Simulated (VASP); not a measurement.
# Co (Fm-3m) in VASP: single point with PBE+U

Aim: the single point of Co with PBE+U.

All numbers are computed with VASP 6.6.1; they aren't measurements. Logs are shortened: lines on timing, memory, paths and dates and some standing lists are left out, and cuts for length are marked.

### 1 The cell of the first run

The structure is cubic, space group Fm-3m (No. 225). Conventional cell: a = 3.589 Å, b = 3.589 Å, c = 3.589 Å, α = 90.00°, β = 90.00°, γ = 90.00°. Within 3.3 Å of Co (site symmetry m-3m) lie 12 Co at 2.54 Å.

This isn't the form of Co at room conditions, which is hcp.

### 2 Single point, PBE+U, collinear spin, ferromagnetic start

INCAR reads:

```
SYSTEM = Co
ALGO = Normal
EDIFF = 1E-7
ENCUT = 520
GGA = PE
ISIF = 2
ISMEAR = 0
ISPIN = 2
ISYM = 0
LASPH = .TRUE.
LCHARG = .FALSE.
LDAU = .TRUE.
LDAUJ = 0
LDAUL = 2
LDAUPRINT = 1
LDAUTYPE = 2
LDAUU = 3.32
LMAXMIX = 4
LORBIT = 11
LREAL = .FALSE.
LWAVE = .FALSE.
MAGMOM = 2.04 2.04
NBANDS = 20
NELM = 150
PREC = Accurate
SIGMA = 0.05
```

KPOINTS reads:

```
k-points
0
G
  12 12 6
  0 0 0
```

POSCAR reads:

```
Co
1.0
    0.0000000000      1.7945000000      1.7945000000
    1.7945000000      0.0000000000      1.7945000000
    3.5890000000      3.5890000000      0.0000000000
Co
2
Direct
    0.0000000000      0.0000000000      0.0000000000
    0.0000000000      0.0000000000      0.5000000000
```

Potentials or basis: VASP PAW PBE potentials, release 64 (Co).

The run is started by

```sh
> cat potpaw_PBE.64/Co/POTCAR > POTCAR
> mpirun -np 1 vasp_std > vasp.out
```

OUTCAR:

```text
SYSTEM = Co
   EDIFF = 1E-7
   ENCUT = 520
   GGA = PE
   ISIF = 2
   ISMEAR = 0
   ISPIN = 2
   ISYM = 0
   LASPH = .TRUE.
   LORBIT = 11
   LREAL = .FALSE.
   NELM = 150
   PREC = Accurate

 ion  position               nearest neighbor table
   1  0.000  0.000  0.000-   2 2.54   2 2.54   2 2.54   2 2.54   2 2.54   2 2.54
   2  0.000  0.000  0.500-   1 2.54   1 2.54   1 2.54   1 2.54   1 2.54   1 2.54

IMPORTANT INFORMATION: All symmetrisations will be switched off!
NOSYMM: (Re-)initialisation of all symmetry stuff for point group C_1.

----------------------------------------------------------------------------------------

                                     Primitive cell

  volume of cell :      23.1148

  direct lattice vectors                    reciprocal lattice vectors
     0.000000000  1.794500000  1.794500000    -0.278629145  0.278629145  0.278629145
     1.794500000  0.000000000  1.794500000     0.278629145 -0.278629145  0.278629145
     3.589000000  3.589000000  0.000000000     0.139314572  0.139314572 -0.139314572

  length of vectors
     2.537806238  2.537806238  5.075612475     0.482599835  0.482599835  0.241299917

  position of ions in fractional coordinates (direct lattice)
     0.000000000  0.000000000  0.000000000
     0.000000000  0.000000000  0.500000000

  ion indices of the primitive-cell ions
   primitive index   ion index
                 1           1
                 2           2

----------------------------------------------------------------------------------------

 KPOINTS: k-points

Automatic generation of k-mesh.
 Grid dimensions read from file:
 generate k-points for:   12   12    6

 Generating k-lattice:

  Cartesian coordinates                     Fractional coordinates (reciprocal lattice)
    -0.023219095  0.023219095  0.023219095     0.083333333  0.000000000  0.000000000
     0.023219095 -0.023219095  0.023219095     0.000000000  0.083333333  0.000000000
     0.023219095  0.023219095 -0.023219095     0.000000000  0.000000000  0.166666667

  Length of vectors
     0.040216653  0.040216653  0.040216653

  Shift w.r.t. Gamma in fractional coordinates (k-lattice)
[... 170 lines left out ...]
  o =  0.7430  v =  0.0000  0.0000  0.0000  0.0000  0.0000  0.8687  0.2055  0.0001  0.4507  0.0000      0.0000  0.0000  0.0000  0.0000  0.0000  0.0000  0.0000  0.0000  0.0000  0.0000
  o =  0.7430  v =  0.0000  0.0000  0.0000  0.0000  0.0000 -0.1889 -0.7037 -0.0000  0.6850  0.0001      0.0000  0.0000  0.0000  0.0000  0.0000  0.0000  0.0000  0.0000  0.0000  0.0000
  o =  0.7433  v =  0.0000  0.0000  0.0000  0.0000  0.0000 -0.4579  0.6802  0.0000  0.5725 -0.0000      0.0000  0.0000  0.0000  0.0000  0.0000  0.0000  0.0000  0.0000  0.0000  0.0000
  o =  0.9170  v =  0.5222 -0.6311 -0.0000 -0.5736  0.0000  0.0000  0.0000  0.0000  0.0000  0.0000      0.0000  0.0000  0.0000  0.0000  0.0000  0.0000  0.0000  0.0000  0.0000  0.0000
  o =  0.9171  v =  0.1373  0.7260  0.0000 -0.6738 -0.0004  0.0000  0.0000  0.0000  0.0000  0.0000      0.0000  0.0000  0.0000  0.0000  0.0000  0.0000  0.0000  0.0000  0.0000  0.0000
  o =  0.9171  v =  0.8417  0.2731  0.0003  0.4658  0.0000  0.0000  0.0000  0.0000  0.0000  0.0000      0.0000  0.0000  0.0000  0.0000  0.0000  0.0000  0.0000  0.0000  0.0000  0.0000
  o =  0.9359  v = -0.0002  0.0000  0.8448 -0.0003  0.5350  0.0000  0.0000  0.0000  0.0000  0.0000      0.0000  0.0000  0.0000  0.0000  0.0000  0.0000  0.0000  0.0000  0.0000  0.0000
  o =  0.9359  v =  0.0001  0.0003 -0.5350 -0.0001  0.8448  0.0000  0.0000  0.0000  0.0000  0.0000      0.0000  0.0000  0.0000  0.0000  0.0000  0.0000  0.0000  0.0000  0.0000  0.0000

 number of electron      18.0000013 magnetization       3.5014175

 Free energy of the ion-electron system (eV)
  ---------------------------------------------------
  ext. energy  EPLUGINS =         0.00000000
  ---------------------------------------------------
  free energy    TOTEN  =        -9.10927953 eV

  energy without entropy =       -9.10741630  energy(sigma->0) =       -9.10834792

 E-fermi :   9.3934     XC(G=0): -12.9808

 val. band max:        9.3812542572   @ k =  -0.1667   0.1667   0.3333
 cond. band min:       9.4262800966   @ k =  -0.3333   0.2500  -0.1667
 fundamental gap:      0.0450258394
 Fermi energy:         9.3933698356

 spin component 1

 k-point     1 :       0.0000    0.0000    0.0000
  band No.  band energies     occupation
      1       0.9123      1.00000
      2       3.8223      1.00000
      3       5.4317      1.00000
      4       5.4317      1.00000
      5       5.9194      1.00000
      6       5.9196      1.00000
[... 1097 lines left out ...]
     19      33.4077      0.00000
     20      35.3589      0.00000

 [... further k-points ...]

------------------------ aborting loop because EDIFF is reached ----------------------------------------

  FORCE on cell =-STRESS in cart. coord.  units (eV):
  Direction    XX          YY          ZZ          XY          YZ          ZX
  --------------------------------------------------------------------------------------
  -------------------------------------------------------------------------------------
  Total       -0.6661888     -0.6662809     -0.6662501      0.0000724     -0.0000415     -0.0000379
  in kB      -46.1761327    -46.1825150    -46.1803813      0.0050152     -0.0028732     -0.0026237
  external PRESSURE =     -46.1796763 kB  Pullay stress =       0.0000000 kB

 VOLUME and BASIS-vectors are now :
 -----------------------------------------------------------------------------
  energy-cutoff  :      520.00
  volume of cell :       23.11
      direct lattice vectors                 reciprocal lattice vectors
     0.000000000  1.794500000  1.794500000    -0.278629145  0.278629145  0.278629145
     1.794500000  0.000000000  1.794500000     0.278629145 -0.278629145  0.278629145
     3.589000000  3.589000000  0.000000000     0.139314572  0.139314572 -0.139314572

 POSITION                                       TOTAL-FORCE (eV/Angst)
 -----------------------------------------------------------------------------------
      0.00000      0.00000      0.00000         0.000001      0.000000     -0.000000
      1.79450      1.79450      0.00000        -0.000001     -0.000000      0.000000
 -----------------------------------------------------------------------------------
    total drift:                               -0.000000      0.000000      0.000000

  FREE ENERGIE OF THE ION-ELECTRON SYSTEM (eV)
  ---------------------------------------------------
  free  energy   TOTEN  =        -9.1092795304 eV

  energy  without entropy=       -9.1074163038  energy(sigma->0) =       -9.10834792

 total charge

# of ion       s       p       d       tot
------------------------------------------
    1        0.456   0.454   7.299   8.210
    2        0.456   0.454   7.299   8.210
--------------------------------------------------
tot          0.912   0.909  14.599  16.419

 magnetization (x)

# of ion       s       p       d       tot
------------------------------------------
    1       -0.015  -0.079   1.921   1.827
    2       -0.015  -0.079   1.922   1.828
--------------------------------------------------
tot         -0.031  -0.157   3.843   3.655
```

OSZICAR:

```text
N       E                     dE             d eps       ncg     rms          rms(c)
DAV:   1     0.935944264074E+02    0.93594E+02   -0.76942E+03 36792   0.114E+03
DAV:   2    -0.471626151710E+01   -0.98311E+02   -0.88792E+02 35656   0.215E+02
DAV:   3    -0.100536254594E+02   -0.53374E+01   -0.51638E+01 39136   0.616E+01
DAV:   4    -0.101391874017E+02   -0.85562E-01   -0.85473E-01 41592   0.691E+00
DAV:   5    -0.101419178094E+02   -0.27304E-02   -0.27302E-02 39832   0.117E+00    0.142E+01
DAV:   6    -0.901169448312E+01    0.11302E+01   -0.67481E+00 38540   0.525E+01    0.660E+00
DAV:   7    -0.883397641650E+01    0.17772E+00   -0.10764E+00 40692   0.187E+01    0.400E+00
DAV:   8    -0.894133099079E+01   -0.10735E+00   -0.67987E-02 48344   0.273E+00    0.199E+00
DAV:   9    -0.905635022070E+01   -0.11502E+00   -0.33369E-02 51276   0.325E+00    0.907E-01
DAV:  10    -0.910142987308E+01   -0.45080E-01   -0.33077E-02 44400   0.345E+00    0.778E-01
DAV:  11    -0.910512510545E+01   -0.36952E-02   -0.34089E-02 44284   0.375E+00    0.518E-01
DAV:  12    -0.910715862528E+01   -0.20335E-02   -0.53795E-03 47288   0.150E+00    0.190E-01
DAV:  13    -0.910919206465E+01   -0.20334E-02   -0.11030E-03 41948   0.448E-01    0.620E-02
DAV:  14    -0.910928681555E+01   -0.94751E-04   -0.13284E-04 44712   0.102E-01    0.199E-02
DAV:  15    -0.910927960288E+01    0.72127E-05   -0.73321E-06 42216   0.245E-02    0.113E-02
DAV:  16    -0.910927953039E+01    0.72488E-07   -0.69815E-07 41004   0.107E-02
   1 F= -.91092795E+01 E0= -.91083479E+01  d E =-.186323E-02  mag=     3.5005
```

stdout:

```text
POSCAR found type information on POSCAR Co
 POSCAR found :  1 types and       2 ions
 scaLAPACK will be used
 LDA part: xc-table for (Slater+PW92), standard interpolation
 -----------------------------------------------------------------------------
|                                                                             |
|           W    W    AA    RRRRR   N    N  II  N    N   GGGG   !!!           |
|           W    W   A  A   R    R  NN   N  II  NN   N  G    G  !!!           |
|           W    W  A    A  R    R  N N  N  II  N N  N  G       !!!           |
|           W WW W  AAAAAA  RRRRR   N  N N  II  N  N N  G  GGG   !            |
|           WW  WW  A    A  R   R   N   NN  II  N   NN  G    G                |
|           W    W  A    A  R    R  N    N  II  N    N   GGGG   !!!           |
|                                                                             |
|     Your reciprocal lattice and k-lattice belong to different lattice       |
|     classes:                                                                |
|                                                                             |
|        The reciprocal lattice is rhombohedral (trigonal),                   |
|        whereas your k-lattice is body-centered cubic.                       |
|                                                                             |
|     Results are often still useful ...                                      |
|                                                                             |
 -----------------------------------------------------------------------------

 POSCAR, INCAR and KPOINTS ok, starting setup
 FFT: planning ... GRIDC
 FFT: planning ... GRID_SOFT
 FFT: planning ... GRID
 WAVECAR not read
 entering main loop
```

It took 6.9 min on 1 thread of Intel Xeon Platinum 8259CL at 2.50GHz (Skylake/Cascade Lake), shared host; peak memory 0.38 GiB.

Results:

```
Free energy                                           : -9.1093 eV
Pressure                                              : -4.6 GPa
Net moment                                            : 3.50 μB per cell
Site moments                                          : Co +1.83 μB
Valence electrons inside the program's atomic spheres : Co 8.21
```

Eigenvalues of the final occupation matrices:
| site | spin | trace | eigenvalues |
| --- | --- | --- | --- |
| site 1 d | 1 | 4.62 | 0.92 0.92 0.92 0.94 0.94 |
| site 1 d | 2 | 2.70 | 0.24 0.24 0.74 0.74 0.74 |
| site 2 d | 1 | 4.62 | 0.92 0.92 0.92 0.94 0.94 |
| site 2 d | 2 | 2.70 | 0.24 0.24 0.74 0.74 0.74 |

Caveat: the cell stands under tension; the U is typed as a test and isn't derived for this compound. The state reached can hang on the start; a lower one may exist.
